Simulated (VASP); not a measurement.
# Pb in VASP: further runs

Runs on Pb. Level: PBE. Tasks: single point.

All numbers are computed with VASP 6.6.1; they aren't measurements. Logs are shortened: lines on timing, memory, paths and dates and some standing lists are left out, and cuts for length are marked.

### Step 1. The cell of the first run

The cell holds a slab with vacuum, 4 atoms: a = 3.493 Å, b = 3.493 Å, c = 26.556 Å, α = 90.00°, β = 90.00°, γ = 120.00°.

### Step 2. Single point, PBE

The input, INCAR:

```
ALGO     = Normal         # electronic algorithm
DIPOL    = 0.5 0.5 0.503
EDIFF    = 1E-6           # SCF threshold, eV
ENCUT    = 520            # plane-wave cutoff, eV
GGA      = PE             # functional
IDIPOL   = 3            
ISIF     = 2              # what is computed and relaxed
ISMEAR   = 0              # smearing method
LASPH    = True           # aspherical terms in the spheres
LCHARG   = False          # write CHGCAR
LDIPOL   = True         
LREAL    = False          # projectors in reciprocal space
LWAVE    = False          # write WAVECAR
NBANDS   = 36             # bands
NELM     = 80             # most SCF steps
PREC     = Accurate       # precision mode
SIGMA    = 0.1            # smearing width, eV
```

The input, KPOINTS:

```
k-points
0
Gamma
  9 9 1
```

The input, POSCAR:

```
Pb
1.0
    3.4928246562      0.0000000000      0.0000000000
   -1.7464123281      3.0248748833      0.0000000000
    0.0000000000      0.0000000000     26.5556381454
Pb
4
Direct
    0.6666666667      0.3333333333      0.3389110799
    0.3333333333      0.6666666667      0.4463036900
    0.0000000000      0.0000000000      0.5609976142
    0.6666666667      0.3333333333      0.6654620758
```

Potentials or basis: VASP PAW PBE potentials, release 64 (Pb_d).

Started as:

```
cat potpaw_PBE.64/Pb_d/POTCAR > POTCAR
mpirun -np 1 vasp_std > vasp.out
```

OUTCAR:

```text
EDIFF = 1E-6
   ENCUT = 520
   GGA = PE
   ISIF = 2
   ISMEAR = 0
   LASPH = True
   LREAL = False
   NELM = 80
   PREC = Accurate

 ion  position               nearest neighbor table
   1  0.667  0.333  0.339-   2 3.49   2 3.49   2 3.49
   2  0.333  0.667  0.446-   1 3.49   1 3.49   1 3.49   3 3.65   3 3.65   3 3.65
   3  0.000  0.000  0.561-   4 3.43   4 3.43   4 3.43   2 3.65   2 3.65   2 3.65
   4  0.667  0.333  0.665-   3 3.43   3 3.43   3 3.43

  LATTYP: Found a hexagonal cell.
 ALAT       =     3.4928246562
 C/A-ratio  =     7.6029119006

  Lattice vectors:

 A1 = (   3.4928246562,   0.0000000000,   0.0000000000)
 A2 = (  -1.7464123281,   3.0248748833,   0.0000000000)
 A3 = (   0.0000000000,   0.0000000000,  26.5556381454)

Analysis of symmetry for initial positions (statically):
=====================================================================
 Subroutine PRICEL returns:
 Original cell was already a primitive cell.

 Routine SETGRP: Setting up the symmetry group for a
 hexagonal supercell.

 Subroutine GETGRP returns: Found  6 space group operations
 (whereof  6 operations were pure point group operations)
 out of a pool of 24 trial point group operations.

The static configuration has the point symmetry C_3v.

Analysis of symmetry for dynamics (positions and initial velocities):
=====================================================================
 Subroutine PRICEL returns:
 Original cell was already a primitive cell.

 Routine SETGRP: Setting up the symmetry group for a
 hexagonal supercell.

 Subroutine GETGRP returns: Found  6 space group operations
 (whereof  6 operations were pure point group operations)
 out of a pool of 24 trial point group operations.

The dynamic configuration has the point symmetry C_3v.

 Subroutine INISYM returns: Found  6 space group operations
 (whereof  6 operations are pure point group operations),
 and found     1 'primitive' translations

----------------------------------------------------------------------------------------

                                     Primitive cell

  volume of cell :     280.5698

  direct lattice vectors                    reciprocal lattice vectors
     3.492824656  0.000000000  0.000000000     0.286301231  0.165296093  0.000000000
    -1.746412328  3.024874883  0.000000000     0.000000000  0.330592186  0.000000000
     0.000000000  0.000000000 26.555638145     0.000000000  0.000000000  0.037656787

  length of vectors
     3.492824656  3.492824656 26.555638145     0.330592186  0.330592186  0.037656787

  position of ions in fractional coordinates (direct lattice)
     0.666666667  0.333333333  0.338911080
     0.333333333  0.666666667  0.446303690
     0.000000000  0.000000000  0.560997614
     0.666666667  0.333333333  0.665462076

  ion indices of the primitive-cell ions
   primitive index   ion index
                 1           1
                 2           2
                 3           3
                 4           4

----------------------------------------------------------------------------------------

 KPOINTS: k-points

Automatic generation of k-mesh.
 Grid dimensions read from file:
 generate k-points for:    9    9    1

 Generating k-lattice:

  Cartesian coordinates                     Fractional coordinates (reciprocal lattice)
     0.031811248  0.018366233  0.000000000     0.111111111  0.000000000  0.000000000
     0.000000000  0.036732465  0.000000000     0.000000000  0.111111111  0.000000000
     0.000000000  0.000000000  0.037656787     0.000000000  0.000000000  1.000000000

  Length of vectors
     0.036732465  0.036732465  0.037656787

  Shift w.r.t. Gamma in fractional coordinates (k-lattice)
     0.000000000  0.000000000  0.000000000

 Subroutine IBZKPT returns following result:
 ===========================================

 Found     12 irreducible k-points:

 Following reciprocal coordinates:
            Coordinates               Weight
  0.000000  0.000000  0.000000      1.000000
  0.111111  0.000000  0.000000      6.000000
  0.222222 -0.000000  0.000000      6.000000
  0.333333 -0.000000  0.000000      6.000000
  0.444444 -0.000000  0.000000      6.000000
  0.111111  0.111111  0.000000      6.000000
  0.222222  0.111111  0.000000     12.000000
  0.333333  0.111111  0.000000     12.000000
  0.444444  0.111111  0.000000      6.000000
  0.222222  0.222222  0.000000      6.000000
  0.333333  0.222222  0.000000     12.000000
  0.333333  0.333333  0.000000      2.000000
   k-points           NKPTS =     12   k-points in BZ     NKDIM =     12   number of bands    NBANDS=     36
   number of dos      NEDOS =    301   number of ions     NIONS =      4
   total plane-waves  NPLWV = 156800
   dimension x,y,z NGX =    28 NGY =   28 NGZ =  200
   dimension x,y,z NGXF=    56 NGYF=   56 NGZF=  400
   ions per type =               4
   NGX,Y,Z   is equivalent  to a cutoff of  13.33, 13.33, 12.52 a.u.
   NGXF,Y,Z  is equivalent  to a cutoff of  26.65, 26.65, 25.04 a.u.
 SYSTEM =  unknown system
   PREC   = accura    normal or accurate (medium, high low for compatibility)
   ISTART =      0    job   : 0-new  1-cont  2-samecut
   ICHARG =      2    charge: 1-file 2-atom 10-const
   ISPIN  =      1    spin polarized calculation?
   LNONCOLLINEAR =      F non collinear calculations
   LSORBIT =      F    spin-orbit coupling
   LASPH  =      T    aspherical Exc in radial PAW
   ENCUT  =  520.0 eV  38.22 Ry    6.18 a.u.   6.49  6.49 49.38*2*pi/ulx,y,z
   NELM   =     80;   NELMIN=  2; NELMDL= -5     # of ELM steps
   EDIFF  = 0.1E-05   stopping-criterion for ELM
   LREAL  =      F    real-space projection
   EDIFFG = 0.1E-04   stopping-criterion for IOM
   NSW    =      0    number of steps for IOM
   IBRION =     -1    ionic relax: 0-MD 1-quasi-New 2-CG
   NFREE  =      0    steps in history (QN), initial steepest desc. (CG)
   ISIF   =      2    stress and relaxation
   ISYM   =      2    0-nonsym 1-usesym 2-fastsym
   POTIM  = 0.5000    time-step for ionic-motion
   TEBEG  =    0.0;   TEEND  =   0.0 temperature during run
   PSTRESS=    0.0 pullay stress
   NELECT =      56.0000    total number of electrons
   NUPDOWN=      -1.0000    fix difference up-down
   EMIN   =  10.00;   EMAX   =-10.00  energy-range for DOS
   EFERMI =   0.00;   METHOD = LEGACY
   ISMEAR =     0;   SIGMA  =   0.10  broadening in eV -4-tet -1-fermi 0-gaus
   EFERMI_NEDOS =   21; number of points for ismear=-14 and -15
   IALGO  =     38    algorithm
   IMIX   =      4    mixing-type and parameters
     AMIX     =   0.40;   BMIX     =  1.00
     AMIX_MAG =   1.60;   BMIX_MAG =  1.00
  volume/ion in A,a.u.               =      70.14       473.34
  Fermi-wavevector in a.u.,A,eV,Ry     =   0.956732  1.807962 12.453917  0.915337
  Thomas-Fermi vector in A             =   2.085687
   LORBIT       =      0    0 simple, 1 ext, 2 COOP (PROOUT), +10 PAW based schemes
   GGA     = PE    functional components
   LHFCALC =     F    Hartree Fock is set to
   AEXX    =    0.0000 exact exchange contribution
   IVDW    =     0    specifies the selected vdW correction
   LEPSILON=     F    determine dielectric tensor
   LRPA    =     F    only Hartree local field effects (RPA)
 non-spin polarized calculation
 Gauss-broadening in eV      SIGMA  =   0.10
  energy-cutoff  :      520.00
  volume of cell :      280.57
 maximum number of plane-waves:      7623
 NGX is ok and might be reduce to    28
   NGX = 13   NGY = 13   NGZ = 99

 dipolmoment           0.000000      0.000000     -0.027457 electrons x Angstroem

 number of electron      55.9999996 magnetization

 dipolmoment           0.000000      0.000000      0.000475 electrons x Angstroem

 Free energy of the ion-electron system (eV)
  ---------------------------------------------------
  ext. energy  EPLUGINS =         0.00000000
  ---------------------------------------------------
  free energy    TOTEN  =       -13.94825855 eV

  energy without entropy =      -13.93850924  energy(sigma->0) =      -13.94338389

 E-fermi :   0.9811     XC(G=0):  -4.9864

 val. band max:        0.9054716322   @ k =   0.3333   0.2222   0.0000
 cond. band min:       1.0600956256   @ k =   0.2222   0.1111   0.0000
 fundamental gap:      0.1546239934
 Fermi energy:         0.9810869315

 k-point     1 :       0.0000    0.0000    0.0000
  band No.  band energies     occupation
      1     -16.0885      2.00000
      2     -16.0759      2.00000
      3     -16.0388      2.00000
      4     -16.0388      2.00000
      5     -16.0321      2.00000
      6     -16.0283      2.00000
[... 28 lines left out ...]
     35       7.3029      0.00000
     36       7.3029      0.00000

 k-point     2 :       0.1111    0.0000    0.0000
  band No.  band energies     occupation
      1     -16.0798      2.00000
      2     -16.0707      2.00000
      3     -16.0442      2.00000
      4     -16.0335      2.00000
      5     -16.0245      2.00000
      6     -16.0117      2.00000
[... 28 lines left out ...]
     35       6.2671      0.00000
     36       6.6416      0.00000

 k-point     3 :       0.2222   -0.0000    0.0000
  band No.  band energies     occupation
      1     -16.1040      2.00000
      2     -16.0951      2.00000
      3     -16.0464      2.00000
      4     -16.0297      2.00000
      5     -16.0100      2.00000
      6     -15.9989      2.00000
[... 28 lines left out ...]
     35       5.5269      0.00000
     36       6.0628      0.00000
[... 274 lines left out ...]
 k-point    11 :       0.3333    0.2222    0.0000
  band No.  band energies     occupation
      1     -16.0879      2.00000
      2     -16.0552      2.00000
      3     -16.0491      2.00000
      4     -16.0428      2.00000
      5     -16.0187      2.00000
      6     -16.0078      2.00000
[... 28 lines left out ...]
     35       3.9082      0.00000
     36       4.9046      0.00000

 k-point    12 :       0.3333    0.3333    0.0000
  band No.  band energies     occupation
      1     -16.0657      2.00000
      2     -16.0612      2.00000
      3     -16.0389      2.00000
      4     -16.0264      2.00000
      5     -16.0247      2.00000
      6     -15.9882      2.00000
[... 28 lines left out ...]
     35       3.7588      0.00000
     36       4.0144      0.00000

------------------------ aborting loop because EDIFF is reached ----------------------------------------

 vacuum level on the upper side and lower side of the slab       (xc-potential included)        -0.110        -0.119

  FORCE on cell =-STRESS in cart. coord.  units (eV):
  Direction    XX          YY          ZZ          XY          YZ          ZX
  --------------------------------------------------------------------------------------
  -------------------------------------------------------------------------------------
  Total        0.3495762      0.3495762     -0.3076253      0.0000000      0.0000000      0.0000000
  in kB        1.9962343      1.9962343     -1.7566758      0.0000000      0.0000000      0.0000000
  external PRESSURE =       0.7452643 kB  Pullay stress =       0.0000000 kB

 VOLUME and BASIS-vectors are now :
 -----------------------------------------------------------------------------
  energy-cutoff  :      520.00
  volume of cell :      280.57
      direct lattice vectors                 reciprocal lattice vectors
     3.492824656  0.000000000  0.000000000     0.286301231  0.165296093  0.000000000
    -1.746412328  3.024874883  0.000000000     0.000000000  0.330592186  0.000000000
     0.000000000  0.000000000 26.555638145     0.000000000  0.000000000  0.037656787

 POSITION                                       TOTAL-FORCE (eV/Angst)
 -----------------------------------------------------------------------------------
      1.74641      1.00829      9.00000         0.000000      0.000000      0.107244
     -0.00000      2.01658     11.85188         0.000000      0.000000     -0.114580
      0.00000      0.00000     14.89765        -0.000000      0.000000     -0.005182
      1.74641      1.00829     17.67177        -0.000000     -0.000000      0.012518
 -----------------------------------------------------------------------------------
    total drift:                               -0.000000      0.000000     -0.000117

  FREE ENERGIE OF THE ION-ELECTRON SYSTEM (eV)
  ---------------------------------------------------
  free  energy   TOTEN  =       -13.9482585474 eV

  energy  without entropy=      -13.9385092412  energy(sigma->0) =      -13.94338389

 vacuum level on the upper side and lower side of the slab         4.694         4.684
```

Run time: 2.8 min. Hardware: 1 thread of Intel Xeon Platinum 8559C (Emerald Rapids), shared host; peak memory 0.43 GiB.

What came out:

| Quantity | Value |
| --- | --- |
| Free energy | -13.9483 eV |
| Largest force | 0.115 eV/Å |
| Band gap on the k mesh | zero (bands 28 and 29 overlap by 4.43 eV) |

Forces on the atoms (eV/Å):
```
Pb   0.000  0.000  0.107
Pb   0.000  0.000 -0.115
Pb   0.000  0.000 -0.005
Pb   0.000  0.000  0.013
```

Caveat: spin-orbit coupling is left out, which moves the levels of the heavy elements.

### Step 3. Single point, PBE

The input, INCAR:

```
PREC = Accurate
ENCUT = 520
EDIFF = 1E-6
ISMEAR = 0
SIGMA = 0.1
LREAL = False
LASPH = True
NELM = 60
ALGO = Normal
ISIF = 2
LWAVE = False
LCHARG = False
LDIPOL = True
IDIPOL = 3
DIPOL = 0.5 0.5 0.503
GGA = PE
NBANDS = 36
```

The input, KPOINTS:

```
regular mesh
0
Gamma
  24 24 1
```

The input, POSCAR:

```
Pb
1.0
    3.4928246600      0.0000000000      0.0000000000
   -1.7464123300      3.0248748800      0.0000000000
    0.0000000000      0.0000000000     26.5556381454
Pb
4
Direct
    0.6666666663      0.3333333337      0.3389110799
    0.3333333337      0.6666666674      0.4463036900
    0.0000000000      0.0000000000      0.5609976142
    0.6666666663      0.3333333337      0.6654620758
```

Potentials or basis: VASP PAW PBE potentials, release 64 (Pb_d).

Started as:

```
cat potpaw_PBE.64/Pb_d/POTCAR > POTCAR
mpirun -np 1 vasp_std > vasp.out
```

Wall time 14 min (1 thread of Intel Xeon Platinum 8559C (Emerald Rapids), shared host); peak memory 0.68 GiB.

Results (log left out):

```yaml
Free_energy: -13.9392 eV
Largest_force: 0.082 eV/Å
Band_gap_on_the_k_mesh: zero (bands 28 and 29 overlap by 4.43 eV)
```

Forces on the atoms (eV/Å):
```
Pb   0.000  0.000  0.049
Pb   0.000  0.000 -0.054
Pb   0.000  0.000 -0.078
Pb   0.000  0.000  0.082
```

Levels at points of the mesh, in eV from the Fermi level:
```tsv
k point	band 26	band 27	band 28	band 29	band 30	band 31
(0.00, 0.00, 0.00)	-1.65	0.92	2.85	3.52	4.37	4.43
(0.50, 0.00, 0.00)	-3.06	-2.78	-2.31	0.74	1.18	2.04
```

Caveat: spin-orbit coupling is left out, which moves the levels of the heavy elements.

The gap in the log of VASP goes by the Fermi energy; the results here count the filled bands.